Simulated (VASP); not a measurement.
# Na (Fm-3m) in VASP: a series of runs, part 2 of 2

VASP 6.6.1. Earlier steps stand in the parts before.

### 4 Single point, LDA (volume scaled by 0.92)

Input file INCAR:

```
SYSTEM = Na
ALGO = Normal ; EDIFF = 1E-6
ENCUT = 520 ; GGA = CA
ISIF = 2 ; ISMEAR = -1
LASPH = .True. ; LCHARG = .True.
LELF = .True. ; LREAL = .False.
LVHAR = .True. ; LWAVE = .False.
NBANDS = 10 ; NELM = 100
PREC = Accurate ; SIGMA = 0.1
```

Input file KPOINTS:

```
k-points
0
Gamma
  12 12 12
  0 0 0
```

Input file POSCAR:

```
Na
1.0
    0.0000000000      2.4882717766      2.4882717766
    2.4882717766      0.0000000000      2.4882717766
    2.4882717766      2.4882717766      0.0000000000
Na
1
Direct
    0.0000000000      0.0000000000      0.0000000000
```

Potentials or basis: VASP PAW LDA potentials, release 64 (Na_pv).

On the command line:

```sh
> cat potpaw_LDA.64/Na_pv/POTCAR > POTCAR
> mpirun -np 1 vasp_std > vasp.out
```

OUTCAR:

```text
SYSTEM = Na
   EDIFF = 1E-6
   ENCUT = 520
   GGA = CA
   ISIF = 2
   ISMEAR = -1
   LASPH = .True.
   LREAL = .False.
   NELM = 100
   PREC = Accurate

 ion  position               nearest neighbor table
   1  0.000  0.000  0.000-

  LATTYP: Found a face centered cubic cell.
 ALAT       =     4.9765435532

  Lattice vectors:

 A1 = (   0.0000000000,   2.4882717766,   2.4882717766)
 A2 = (   2.4882717766,   0.0000000000,   2.4882717766)
 A3 = (   2.4882717766,   2.4882717766,   0.0000000000)

Analysis of symmetry for initial positions (statically):
=====================================================================
 Subroutine PRICEL returns:
 Original cell was already a primitive cell.

 Routine SETGRP: Setting up the symmetry group for a
 face centered cubic supercell.

 Subroutine GETGRP returns: Found 48 space group operations
 (whereof 48 operations were pure point group operations)
 out of a pool of 48 trial point group operations.

The static configuration has the point symmetry O_h .

Analysis of symmetry for dynamics (positions and initial velocities):
=====================================================================
 Subroutine PRICEL returns:
 Original cell was already a primitive cell.

 Routine SETGRP: Setting up the symmetry group for a
 face centered cubic supercell.

 Subroutine GETGRP returns: Found 48 space group operations
 (whereof 48 operations were pure point group operations)
 out of a pool of 48 trial point group operations.

The dynamic configuration has the point symmetry O_h .

 Subroutine INISYM returns: Found 48 space group operations
 (whereof 48 operations are pure point group operations),
 and found     1 'primitive' translations

----------------------------------------------------------------------------------------

                                     Primitive cell

  volume of cell :      30.8123

  direct lattice vectors                    reciprocal lattice vectors
     0.000000000  2.488271777  2.488271777    -0.200942680  0.200942680  0.200942680
     2.488271777  0.000000000  2.488271777     0.200942680 -0.200942680  0.200942680
     2.488271777  2.488271777  0.000000000     0.200942680  0.200942680 -0.200942680

  length of vectors
     3.518947693  3.518947693  3.518947693     0.348042932  0.348042932  0.348042932

  position of ions in fractional coordinates (direct lattice)
     0.000000000  0.000000000  0.000000000

  ion indices of the primitive-cell ions
   primitive index   ion index
                 1           1

----------------------------------------------------------------------------------------

 KPOINTS: k-points

Automatic generation of k-mesh.
 Grid dimensions read from file:
 generate k-points for:   12   12   12

 Generating k-lattice:

  Cartesian coordinates                     Fractional coordinates (reciprocal lattice)
    -0.016745223  0.016745223  0.016745223     0.083333333  0.000000000  0.000000000
     0.016745223 -0.016745223  0.016745223     0.000000000  0.083333333  0.000000000
     0.016745223  0.016745223 -0.016745223     0.000000000  0.000000000  0.083333333

  Length of vectors
     0.029003578  0.029003578  0.029003578

  Shift w.r.t. Gamma in fractional coordinates (k-lattice)
     0.000000000  0.000000000  0.000000000

 Subroutine IBZKPT returns following result:
 ===========================================

 Found     72 irreducible k-points:

 Following reciprocal coordinates:
            Coordinates               Weight
  0.000000  0.000000  0.000000      1.000000
  0.083333  0.000000  0.000000      8.000000
  0.166667  0.000000  0.000000      8.000000
  0.250000  0.000000  0.000000      8.000000
  0.333333  0.000000  0.000000      8.000000
  0.416667  0.000000  0.000000      8.000000
[... 16 lines left out ...]
  0.500000  0.166667  0.000000     24.000000
 -0.416667  0.166667  0.000000     24.000000
 [... further k-points ...]
   k-points           NKPTS =     72   k-points in BZ     NKDIM =     72   number of bands    NBANDS=     10
   number of dos      NEDOS =    301   number of ions     NIONS =      1
   total plane-waves  NPLWV =  21952
   dimension x,y,z NGX =    28 NGY =   28 NGZ =   28
   dimension x,y,z NGXF=    56 NGYF=   56 NGZF=   56
   ions per type =               1
   NGX,Y,Z   is equivalent  to a cutoff of  13.23, 13.23, 13.23 a.u.
   NGXF,Y,Z  is equivalent  to a cutoff of  26.46, 26.46, 26.46 a.u.
 SYSTEM =  Na
   PREC   = accura    normal or accurate (medium, high low for compatibility)
   ISTART =      0    job   : 0-new  1-cont  2-samecut
   ICHARG =      2    charge: 1-file 2-atom 10-const
   ISPIN  =      1    spin polarized calculation?
   LNONCOLLINEAR =      F non collinear calculations
   LSORBIT =      F    spin-orbit coupling
   LASPH  =      T    aspherical Exc in radial PAW
   ENCUT  =  520.0 eV  38.22 Ry    6.18 a.u.   6.54  6.54  6.54*2*pi/ulx,y,z
   NELM   =    100;   NELMIN=  2; NELMDL= -5     # of ELM steps
   EDIFF  = 0.1E-05   stopping-criterion for ELM
   LREAL  =      F    real-space projection
   EDIFFG = 0.1E-04   stopping-criterion for IOM
   NSW    =      0    number of steps for IOM
   IBRION =     -1    ionic relax: 0-MD 1-quasi-New 2-CG
   NFREE  =      0    steps in history (QN), initial steepest desc. (CG)
   ISIF   =      2    stress and relaxation
   ISYM   =      2    0-nonsym 1-usesym 2-fastsym
   POTIM  = 0.5000    time-step for ionic-motion
   TEBEG  =    0.0;   TEEND  =   0.0 temperature during run
   PSTRESS=    0.0 pullay stress
   NELECT =       7.0000    total number of electrons
   NUPDOWN=      -1.0000    fix difference up-down
   EMIN   =  10.00;   EMAX   =-10.00  energy-range for DOS
   EFERMI =   0.00;   METHOD = LEGACY
   ISMEAR =    -1;   SIGMA  =   0.10  broadening in eV -4-tet -1-fermi 0-gaus
   EFERMI_NEDOS =   21; number of points for ismear=-14 and -15
   IALGO  =     38    algorithm
   IMIX   =      4    mixing-type and parameters
     AMIX     =   0.40;   BMIX     =  1.00
     AMIX_MAG =   1.60;   BMIX_MAG =  1.00
  volume/ion in A,a.u.               =      30.81       207.93
  Fermi-wavevector in a.u.,A,eV,Ry     =   0.998925  1.887695 13.576599  0.997852
  Thomas-Fermi vector in A             =   2.131181
   LORBIT       =      0    0 simple, 1 ext, 2 COOP (PROOUT), +10 PAW based schemes
   GGA     = CA    functional components
   LHFCALC =     F    Hartree Fock is set to
   AEXX    =    0.0000 exact exchange contribution
   IVDW    =     0    specifies the selected vdW correction
   LEPSILON=     F    determine dielectric tensor
   LRPA    =     F    only Hartree local field effects (RPA)
 non-spin polarized calculation
  energy-cutoff  :      520.00
  volume of cell :       30.81
 maximum number of plane-waves:       869
 NGX is ok and might be reduce to    28
   NGX = 13   NGY = 13   NGZ = 13

 number of electron       7.0000007 magnetization

 Free energy of the ion-electron system (eV)
  ---------------------------------------------------
  ext. energy  EPLUGINS =         0.00000000
  ---------------------------------------------------
  free energy    TOTEN  =        -1.45722076 eV

  energy without entropy =       -1.44396498  energy(sigma->0) =       -1.45059287

 E-fermi :   0.7018     XC(G=0):  -7.2690

 val. band max:        0.5791054245   @ k =   0.5000   0.2500   0.0833
 cond. band min:       0.7332975901   @ k =  -0.4167   0.0833   0.0000
 fundamental gap:      0.1541921657
 Fermi energy:         0.7017764921

 k-point     1 :       0.0000    0.0000    0.0000
  band No.  band energies     occupation
      1     -24.0838      2.00000
      2     -24.0838      2.00000
      3     -24.0838      2.00000
      4      -2.9670      2.00000
      5      12.9091      0.00000
      6      12.9091      0.00000
      7      12.9091      0.00000
      8      14.3442      0.00000
      9      15.0372      0.00000
     10      15.0372      0.00000
[... 287 lines left out ...]
 k-point    24 :      -0.4167    0.1667    0.0000
  band No.  band energies     occupation
      1     -24.1459      2.00000
      2     -24.1052      2.00000
      3     -24.0954      2.00000
      4       1.4625      0.00099
      5       2.5737      0.00000
      6       8.1831      0.00000
      7      10.7513      0.00000
      8      11.8809      0.00000
      9      15.2850      0.00000
     10      16.5093      0.00000

 [... further k-points ...]

------------------------ aborting loop because EDIFF is reached ----------------------------------------

  FORCE on cell =-STRESS in cart. coord.  units (eV):
  Direction    XX          YY          ZZ          XY          YZ          ZX
  --------------------------------------------------------------------------------------
  -------------------------------------------------------------------------------------
  Total        0.1550943      0.1550943      0.1550943     -0.0000000      0.0000000     -0.0000000
  in kB        8.0646046      8.0646046      8.0646046     -0.0000000      0.0000000     -0.0000000
  external PRESSURE =       8.0646046 kB  Pullay stress =       0.0000000 kB

 VOLUME and BASIS-vectors are now :
 -----------------------------------------------------------------------------
  energy-cutoff  :      520.00
  volume of cell :       30.81
      direct lattice vectors                 reciprocal lattice vectors
     0.000000000  2.488271777  2.488271777    -0.200942680  0.200942680  0.200942680
     2.488271777  0.000000000  2.488271777     0.200942680 -0.200942680  0.200942680
     2.488271777  2.488271777  0.000000000     0.200942680  0.200942680 -0.200942680

 POSITION                                       TOTAL-FORCE (eV/Angst)
 -----------------------------------------------------------------------------------
      0.00000      0.00000      0.00000         0.000000      0.000000      0.000000
 -----------------------------------------------------------------------------------
    total drift:                               -0.000000     -0.000000     -0.000000

  FREE ENERGIE OF THE ION-ELECTRON SYSTEM (eV)
  ---------------------------------------------------
  free  energy   TOTEN  =        -1.4572207612 eV

  energy  without entropy=       -1.4439649842  energy(sigma->0) =       -1.45059287
```

OSZICAR:

```text
N       E                     dE             d eps       ncg     rms          rms(c)
DAV:   1     0.301747428709E+02    0.30175E+02   -0.38509E+03  1442   0.606E+02
DAV:   2    -0.790386267733E+00   -0.30965E+02   -0.30811E+02  1474   0.157E+02
DAV:   3    -0.145489210429E+01   -0.66451E+00   -0.66405E+00  1742   0.240E+01
DAV:   4    -0.146004112324E+01   -0.51490E-02   -0.51486E-02  1726   0.215E+00
DAV:   5    -0.146010589452E+01   -0.64771E-04   -0.64771E-04  1666   0.238E-01    0.221E-01
DAV:   6    -0.145830962360E+01    0.17963E-02   -0.84571E-04  1700   0.389E-01    0.141E-01
DAV:   7    -0.145723723639E+01    0.10724E-02   -0.11708E-03  1736   0.386E-01    0.223E-02
DAV:   8    -0.145722052288E+01    0.16714E-04   -0.90432E-05  1698   0.157E-01    0.265E-03
DAV:   9    -0.145722076117E+01   -0.23829E-06   -0.40545E-07  1072   0.771E-03
   1 F= -.14572208E+01 E0= -.14505929E+01  d E =-.132558E-01
```

stdout:

```text
POSCAR found type information on POSCAR Na
 POSCAR found :  1 types and       1 ions
 scaLAPACK will be used
 LDA part: xc-table for (Slater(with rela. corr.)+CA(PZ))
 , standard interpolation
 POSCAR, INCAR and KPOINTS ok, starting setup
 FFT: planning ... GRIDC
 FFT: planning ... GRID_SOFT
 FFT: planning ... GRID
 WAVECAR not read
 entering main loop
```

Wall time 6.7 s (1 thread of Intel Xeon 6975P-C (Granite Rapids), shared host); peak memory 0.14 GiB.

Results:

- Free energy: -1.4572 eV
- Pressure: 0.8 GPa

Levels at points of the mesh, in eV from the Fermi level:
```
           k point  band 1  band 2  band 3  band 4  band 5  band 6  band 7  band 8
(0.00, 0.00, 0.00)  -24.79  -24.79  -24.79   -3.67   12.21   12.21   12.21   13.64
(0.50, 0.00, 0.00)  -24.85  -24.79  -24.79    0.63    1.14   11.15   11.15   12.55
(0.50, 0.50, 0.00)  -24.85  -24.81  -24.81    2.01    2.59    6.84    8.07    8.07
```

### 5 Single point, LDA (volume scaled by 0.96)

Input file INCAR:

```
SYSTEM = Na
PREC     = Accurate       ! precision mode
ENCUT    = 520            ! plane-wave cutoff, eV
EDIFF    = 1E-6           ! SCF threshold, eV
ISMEAR   = -1             ! smearing method
SIGMA    = 0.1            ! smearing width, eV
LREAL    = .FALSE.        ! projectors in reciprocal space
LASPH    = .TRUE.         ! aspherical terms in the spheres
NELM     = 100            ! most SCF steps
ALGO     = Normal         ! electronic algorithm
ISIF     = 2              ! what is computed and relaxed
LWAVE    = .FALSE.        ! write WAVECAR
LCHARG   = .TRUE.         ! write CHGCAR
GGA      = CA             ! functional
LELF     = .TRUE.         ! ELF
LVHAR    = .TRUE.       
NBANDS   = 10             ! bands
```

Input file KPOINTS:

```
Automatic mesh
0
G
  12 12 12
  0 0 0
```

Input file POSCAR:

```
Na
1.0
    0.0000000000      2.5238233195      2.5238233195
    2.5238233195      0.0000000000      2.5238233195
    2.5238233195      2.5238233195      0.0000000000
Na
1
Direct
    0.0000000000      0.0000000000      0.0000000000
```

Potentials or basis: VASP PAW LDA potentials, release 64 (Na_pv).

On the command line:

```sh
> cat potpaw_LDA.64/Na_pv/POTCAR > POTCAR
> mpirun -np 1 vasp_std > vasp.out
```

OUTCAR:

```text
SYSTEM = Na
   PREC = Accurate
   ENCUT = 520
   EDIFF = 1E-6
   ISMEAR = -1
   LREAL = .FALSE.
   LASPH = .TRUE.
   NELM = 100
   ISIF = 2
   GGA = CA

 ion  position               nearest neighbor table
   1  0.000  0.000  0.000-

  LATTYP: Found a face centered cubic cell.
 ALAT       =     5.0476466390

  Lattice vectors:

 A1 = (   0.0000000000,   2.5238233195,   2.5238233195)
 A2 = (   2.5238233195,   0.0000000000,   2.5238233195)
[... 490 lines left out ...]
     10      15.9612      0.00000

 [... further k-points ...]

------------------------ aborting loop because EDIFF is reached ----------------------------------------

  FORCE on cell =-STRESS in cart. coord.  units (eV):
  Direction    XX          YY          ZZ          XY          YZ          ZX
  --------------------------------------------------------------------------------------
  -------------------------------------------------------------------------------------
  Total        0.0662629      0.0662629      0.0662629      0.0000000      0.0000000     -0.0000000
  in kB        3.3019789      3.3019789      3.3019789      0.0000000      0.0000000     -0.0000000
  external PRESSURE =       3.3019789 kB  Pullay stress =       0.0000000 kB

 VOLUME and BASIS-vectors are now :
 -----------------------------------------------------------------------------
  energy-cutoff  :      520.00
  volume of cell :       32.15
      direct lattice vectors                 reciprocal lattice vectors
     0.000000000  2.523823319  2.523823319    -0.198112125  0.198112125  0.198112125
     2.523823319  0.000000000  2.523823319     0.198112125 -0.198112125  0.198112125
     2.523823319  2.523823319  0.000000000     0.198112125  0.198112125 -0.198112125

 POSITION                                       TOTAL-FORCE (eV/Angst)
 -----------------------------------------------------------------------------------
      0.00000      0.00000      0.00000         0.000000      0.000000      0.000000
 -----------------------------------------------------------------------------------
    total drift:                               -0.000000     -0.000000     -0.000000

  FREE ENERGIE OF THE ION-ELECTRON SYSTEM (eV)
  ---------------------------------------------------
  free  energy   TOTEN  =        -1.4622101190 eV

  energy  without entropy=       -1.4486324838  energy(sigma->0) =       -1.45542130
```

OSZICAR:

```text
N       E                     dE             d eps       ncg     rms          rms(c)
DAV:   1     0.277847227747E+02    0.27785E+02   -0.38297E+03  1440   0.596E+02
DAV:   2    -0.933766512491E+00   -0.28718E+02   -0.28598E+02  1504   0.147E+02
DAV:   3    -0.146111799487E+01   -0.52735E+00   -0.52701E+00  1804   0.221E+01
DAV:   4    -0.146469403858E+01   -0.35760E-02   -0.35758E-02  1674   0.179E+00
DAV:   5    -0.146474038751E+01   -0.46349E-04   -0.46348E-04  1700   0.200E-01    0.213E-01
DAV:   6    -0.146315776557E+01    0.15826E-02   -0.81341E-04  1744   0.380E-01    0.137E-01
DAV:   7    -0.146222590325E+01    0.93186E-03   -0.11422E-03  1734   0.378E-01    0.219E-02
DAV:   8    -0.146220985294E+01    0.16050E-04   -0.88517E-05  1716   0.155E-01    0.267E-03
DAV:   9    -0.146221011901E+01   -0.26607E-06   -0.36737E-07  1096   0.696E-03
   1 F= -.14622101E+01 E0= -.14554213E+01  d E =-.135776E-01
```

Run time: 7.5 s. Hardware: 1 thread of Intel Xeon 6975P-C (Granite Rapids), shared host; peak memory 0.14 GiB.

Results:

| Quantity | Value |
| --- | --- |
| Free energy | -1.4622 eV |
| Pressure | 0.3 GPa |

### 6 Overview

| cell | k mesh | gap on the mesh (eV) | pressure (GPa) |
| --- | --- | --- | --- |
| a = 3.618 Å, angles 60.0°, 1 atom | 10 × 10 × 10 | none | -0.1 |
| a = 3.467 Å, angles 60.0°, 1 atom | 12 × 12 × 12 | none | 1.4 |
| a = 3.519 Å, angles 60.0°, 1 atom | 12 × 12 × 12 | none | 0.8 |
| a = 3.569 Å, angles 60.0°, 1 atom | 12 × 12 × 12 | none | 0.3 |

Alike in all rows: task single point; level LDA; potentials or basis VASP PAW LDA potentials, release 64 (Na_pv); no spin polarisation; cutoff (eV) 520; smearing fermi-dirac 0.1 eV.

Absolute energies hang on the potentials; compare differences alone.
